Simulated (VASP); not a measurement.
# GaP (F-43m) in VASP: single point with PBEsol

Aim: the single point of GaP with PBEsol.

Everything below comes from runs of VASP 6.6.1. Logs are shortened: lines on timing, memory, paths and dates and some standing lists are left out, and cuts for length are marked.

### Step 1. The cell of the first run

The structure is cubic, space group F-43m (No. 216). The conventional cell has a = 5.438 Å, b = 5.438 Å, c = 5.438 Å, α = 90.00°, β = 90.00°, γ = 90.00°. Ga (site symmetry -43m) has 4 P at 2.35 Å within 3.1 Å. P (site symmetry -43m) has 4 Ga at 2.35 Å within 3.1 Å.

### Step 2. Single point, PBEsol

Contents of INCAR:

```
SYSTEM = GaP
ALGO = Normal ; EDIFF = 1E-6
ENCUT = 520 ; GGA = PS
ISIF = 2 ; ISMEAR = 0
LASPH = .True. ; LCHARG = .True.
LELF = .True. ; LREAL = .False.
LVHAR = .True. ; LWAVE = .False.
NBANDS = 16 ; NELM = 60
PREC = Accurate ; SIGMA = 0.02
```

Contents of KPOINTS:

```
k-points
0
Gamma
  8 8 8
  0 0 0
```

Contents of POSCAR:

```
GaP
1.0
    0.0000000000      2.7192244558      2.7192244558
    2.7192244558      0.0000000000      2.7192244558
    2.7192244558      2.7192244558      0.0000000000
Ga P
1 1
Direct
    0.0000000000      0.0000000000      0.0000000000
    0.2500000000      0.2500000000      0.2500000000
```

Potentials or basis: VASP PAW PBE potentials, release 64 (Ga_d, P).

Run with:

```console
$ cat potpaw_PBE.64/Ga_d/POTCAR potpaw_PBE.64/P/POTCAR > POTCAR
$ mpirun -np 1 vasp_std > vasp.out
```

OUTCAR:

```text
SYSTEM = GaP
   EDIFF = 1E-6
   ENCUT = 520
   GGA = PS
   ISIF = 2
   ISMEAR = 0
   LASPH = .True.
   LREAL = .False.
   NELM = 60
   PREC = Accurate

 ion  position               nearest neighbor table
   1  0.000  0.000  0.000-   2 2.35   2 2.35   2 2.35   2 2.35
   2  0.250  0.250  0.250-   1 2.35   1 2.35   1 2.35   1 2.35

  LATTYP: Found a face centered cubic cell.
 ALAT       =     5.4384489116

  Lattice vectors:

 A1 = (   0.0000000000,   2.7192244558,   2.7192244558)
 A2 = (   2.7192244558,   0.0000000000,   2.7192244558)
 A3 = (   2.7192244558,   2.7192244558,   0.0000000000)

Analysis of symmetry for initial positions (statically):
=====================================================================
 Subroutine PRICEL returns:
 Original cell was already a primitive cell.

 Routine SETGRP: Setting up the symmetry group for a
 face centered cubic supercell.

 Subroutine GETGRP returns: Found 24 space group operations
 (whereof 24 operations were pure point group operations)
 out of a pool of 48 trial point group operations.

The static configuration has the point symmetry T_d .

Analysis of symmetry for dynamics (positions and initial velocities):
=====================================================================
 Subroutine PRICEL returns:
 Original cell was already a primitive cell.

 Routine SETGRP: Setting up the symmetry group for a
 face centered cubic supercell.

 Subroutine GETGRP returns: Found 24 space group operations
 (whereof 24 operations were pure point group operations)
 out of a pool of 48 trial point group operations.

The dynamic configuration has the point symmetry T_d .

 Subroutine INISYM returns: Found 24 space group operations
 (whereof 24 operations are pure point group operations),
 and found     1 'primitive' translations

----------------------------------------------------------------------------------------

                                     Primitive cell

  volume of cell :      40.2129

  direct lattice vectors                    reciprocal lattice vectors
     0.000000000  2.719224456  2.719224456    -0.183875957  0.183875957  0.183875957
     2.719224456  0.000000000  2.719224456     0.183875957 -0.183875957  0.183875957
     2.719224456  2.719224456  0.000000000     0.183875957  0.183875957 -0.183875957

  length of vectors
     3.845564105  3.845564105  3.845564105     0.318482500  0.318482500  0.318482500

  position of ions in fractional coordinates (direct lattice)
     0.000000000  0.000000000  0.000000000
     0.250000000  0.250000000  0.250000000

  ion indices of the primitive-cell ions
   primitive index   ion index
                 1           1
                 2           2

----------------------------------------------------------------------------------------

 KPOINTS: k-points

Automatic generation of k-mesh.
 Grid dimensions read from file:
 generate k-points for:    8    8    8

 Generating k-lattice:

  Cartesian coordinates                     Fractional coordinates (reciprocal lattice)
    -0.022984495  0.022984495  0.022984495     0.125000000  0.000000000  0.000000000
     0.022984495 -0.022984495  0.022984495     0.000000000  0.125000000  0.000000000
     0.022984495  0.022984495 -0.022984495     0.000000000  0.000000000  0.125000000

  Length of vectors
     0.039810313  0.039810313  0.039810313

  Shift w.r.t. Gamma in fractional coordinates (k-lattice)
     0.000000000  0.000000000  0.000000000

 Subroutine IBZKPT returns following result:
 ===========================================

 Found     29 irreducible k-points:

 Following reciprocal coordinates:
            Coordinates               Weight
  0.000000  0.000000  0.000000      1.000000
  0.125000  0.000000  0.000000      8.000000
  0.250000  0.000000  0.000000      8.000000
  0.375000  0.000000  0.000000      8.000000
  0.500000  0.000000  0.000000      4.000000
  0.125000  0.125000  0.000000      6.000000
[... 16 lines left out ...]
  0.500000  0.250000  0.125000     48.000000
 -0.375000  0.250000  0.125000     24.000000
 [... further k-points ...]
   k-points           NKPTS =     29   k-points in BZ     NKDIM =     29   number of bands    NBANDS=     16
   number of dos      NEDOS =    301   number of ions     NIONS =      2
   total plane-waves  NPLWV =  27000
   dimension x,y,z NGX =    30 NGY =   30 NGZ =   30
   dimension x,y,z NGXF=    60 NGYF=   60 NGZF=   60
   ions per type =               1   1
   NGX,Y,Z   is equivalent  to a cutoff of  12.97, 12.97, 12.97 a.u.
   NGXF,Y,Z  is equivalent  to a cutoff of  25.94, 25.94, 25.94 a.u.
 SYSTEM =  GaP
   PREC   = accura    normal or accurate (medium, high low for compatibility)
   ISTART =      0    job   : 0-new  1-cont  2-samecut
   ICHARG =      2    charge: 1-file 2-atom 10-const
   ISPIN  =      1    spin polarized calculation?
   LNONCOLLINEAR =      F non collinear calculations
   LSORBIT =      F    spin-orbit coupling
   LASPH  =      T    aspherical Exc in radial PAW
   ENCUT  =  520.0 eV  38.22 Ry    6.18 a.u.   7.15  7.15  7.15*2*pi/ulx,y,z
   NELM   =     60;   NELMIN=  2; NELMDL= -5     # of ELM steps
   EDIFF  = 0.1E-05   stopping-criterion for ELM
   LREAL  =      F    real-space projection
   EDIFFG = 0.1E-04   stopping-criterion for IOM
   NSW    =      0    number of steps for IOM
   IBRION =     -1    ionic relax: 0-MD 1-quasi-New 2-CG
   NFREE  =      0    steps in history (QN), initial steepest desc. (CG)
   ISIF   =      2    stress and relaxation
   ISYM   =      2    0-nonsym 1-usesym 2-fastsym
   POTIM  = 0.5000    time-step for ionic-motion
   TEBEG  =    0.0;   TEEND  =   0.0 temperature during run
   PSTRESS=    0.0 pullay stress
   NELECT =      18.0000    total number of electrons
   NUPDOWN=      -1.0000    fix difference up-down
   EMIN   =  10.00;   EMAX   =-10.00  energy-range for DOS
   EFERMI =   0.00;   METHOD = LEGACY
   ISMEAR =     0;   SIGMA  =   0.02  broadening in eV -4-tet -1-fermi 0-gaus
   EFERMI_NEDOS =   21; number of points for ismear=-14 and -15
   IALGO  =     38    algorithm
   IMIX   =      4    mixing-type and parameters
     AMIX     =   0.40;   BMIX     =  1.00
     AMIX_MAG =   1.60;   BMIX_MAG =  1.00
  volume/ion in A,a.u.               =      20.11       135.68
  Fermi-wavevector in a.u.,A,eV,Ry     =   1.252306  2.366516 21.337628  1.568271
  Thomas-Fermi vector in A             =   2.386213
   LORBIT       =      0    0 simple, 1 ext, 2 COOP (PROOUT), +10 PAW based schemes
   GGA     = PS    functional components
   LHFCALC =     F    Hartree Fock is set to
   AEXX    =    0.0000 exact exchange contribution
   IVDW    =     0    specifies the selected vdW correction
   LEPSILON=     F    determine dielectric tensor
   LRPA    =     F    only Hartree local field effects (RPA)
 non-spin polarized calculation
 Gauss-broadening in eV      SIGMA  =   0.02
  energy-cutoff  :      520.00
  volume of cell :       40.21
 maximum number of plane-waves:      1106
 NGX is ok and might be reduce to    30
   NGX = 15   NGY = 15   NGZ = 15

 number of electron      17.9999987 magnetization

 Free energy of the ion-electron system (eV)
  ---------------------------------------------------
  ext. energy  EPLUGINS =         0.00000000
  ---------------------------------------------------
  free energy    TOTEN  =        -9.92109316 eV

  energy without entropy =       -9.92109316  energy(sigma->0) =       -9.92109316

 E-fermi :   4.7594     XC(G=0): -10.0514

 val. band max:        4.6365775185   @ k =   0.0000   0.0000   0.0000
 cond. band min:       6.1394690444   @ k =   0.5000   0.5000   0.0000
 fundamental gap:      1.5028915259
 Fermi energy:         4.7593742123

 k-point     1 :       0.0000    0.0000    0.0000
  band No.  band energies     occupation
      1      -9.9159      2.00000
      2      -9.9159      2.00000
      3      -9.9159      2.00000
      4      -9.8131      2.00000
      5      -9.8131      2.00000
      6      -7.9379      2.00000
[... 8 lines left out ...]
     15      14.4178      0.00000
     16      14.4178      0.00000

 k-point     2 :       0.1250    0.0000    0.0000
  band No.  band energies     occupation
      1      -9.9303      2.00000
      2      -9.9110      2.00000
      3      -9.9110      2.00000
      4      -9.8132      2.00000
      5      -9.8132      2.00000
      6      -7.7323      2.00000
[... 8 lines left out ...]
     15      13.7564      0.00000
     16      14.1536      0.00000

 k-point     3 :       0.2500    0.0000    0.0000
  band No.  band energies     occupation
      1      -9.9617      2.00000
      2      -9.9007      2.00000
      3      -9.9007      2.00000
      4      -9.8119      2.00000
      5      -9.8119      2.00000
      6      -7.1492      2.00000
[... 8 lines left out ...]
     15      13.5627      0.00000
     16      14.3677      0.00000

 k-point     4 :       0.3750    0.0000    0.0000
  band No.  band energies     occupation
      1      -9.9897      2.00000
      2      -9.8928      2.00000
      3      -9.8928      2.00000
      4      -9.8080      2.00000
      5      -9.8080      2.00000
      6      -6.3318      2.00000
[... 8 lines left out ...]
     15      14.7807      0.00000
     16      14.7807      0.00000
[... 324 lines left out ...]
 k-point    22 :       0.3750    0.2500    0.1250
  band No.  band energies     occupation
      1      -9.9853      2.00000
      2      -9.8884      2.00000
      3      -9.8843      2.00000
      4      -9.8245      2.00000
      5      -9.8038      2.00000
      6      -6.6532      2.00000
[... 8 lines left out ...]
     15      15.7362      0.00000
     16      16.9453      0.00000

 k-point    23 :       0.5000    0.2500    0.1250
  band No.  band energies     occupation
      1     -10.0010      2.00000
      2      -9.8847      2.00000
      3      -9.8749      2.00000
      4      -9.8224      2.00000
      5      -9.8039      2.00000
      6      -5.8819      2.00000
[... 8 lines left out ...]
     15      16.1151      0.00000
     16      17.4089      0.00000

 k-point    24 :      -0.3750    0.2500    0.1250
  band No.  band energies     occupation
      1     -10.0068      2.00000
      2      -9.8842      2.00000
      3      -9.8715      2.00000
      4      -9.8187      2.00000
      5      -9.8057      2.00000
      6      -5.4111      2.00000
[... 8 lines left out ...]
     15      16.5597      0.00000
     16      17.1137      0.00000

 [... further k-points ...]

------------------------ aborting loop because EDIFF is reached ----------------------------------------

  FORCE on cell =-STRESS in cart. coord.  units (eV):
  Direction    XX          YY          ZZ          XY          YZ          ZX
  --------------------------------------------------------------------------------------
  -------------------------------------------------------------------------------------
  Total       -0.0227449     -0.0227449     -0.0227449      0.0000000      0.0000000      0.0000000
  in kB       -0.9062101     -0.9062101     -0.9062101      0.0000000      0.0000000      0.0000000
  external PRESSURE =      -0.9062101 kB  Pullay stress =       0.0000000 kB

 VOLUME and BASIS-vectors are now :
 -----------------------------------------------------------------------------
  energy-cutoff  :      520.00
  volume of cell :       40.21
      direct lattice vectors                 reciprocal lattice vectors
     0.000000000  2.719224456  2.719224456    -0.183875957  0.183875957  0.183875957
     2.719224456  0.000000000  2.719224456     0.183875957 -0.183875957  0.183875957
     2.719224456  2.719224456  0.000000000     0.183875957  0.183875957 -0.183875957

 POSITION                                       TOTAL-FORCE (eV/Angst)
 -----------------------------------------------------------------------------------
      0.00000      0.00000      0.00000        -0.000000     -0.000000     -0.000000
      1.35961      1.35961      1.35961         0.000000      0.000000      0.000000
 -----------------------------------------------------------------------------------
    total drift:                                0.000000      0.000000      0.000000

  FREE ENERGIE OF THE ION-ELECTRON SYSTEM (eV)
  ---------------------------------------------------
  free  energy   TOTEN  =        -9.9210931622 eV

  energy  without entropy=       -9.9210931622  energy(sigma->0) =       -9.92109316
```

Run time: 16 s. Hardware: 1 thread of AMD EPYC 7R13 (Zen 3), shared host; peak memory 0.14 GiB.

What came out:

- Free energy: -9.9211 eV
- Pressure: -0.1 GPa
- Band gap on the k mesh: 1.50 eV, indirect (least direct gap 1.80 eV)

Levels at points of the mesh, in eV from the valence-band top:
| k point | band 7 | band 8 | band 9 | band 10 | band 11 | band 12 |
| --- | --- | --- | --- | --- | --- | --- |
| (0.00, 0.00, 0.00) | 0.00 | 0.00 | 0.00 | 1.80 | 3.83 | 3.83 |
| (0.50, 0.00, 0.00) | -6.73 | -1.14 | -1.14 | 1.61 | 4.65 | 4.65 |
| (0.50, 0.50, 0.00) | -6.84 | -2.74 | -2.74 | 1.50 | 1.71 | 10.60 |

Caveat: the PAW data sets were made with another functional, which shifts forces and pressure a little. Expect the measured gap to be larger: semilocal functionals such as PBEsol lack the derivative discontinuity.
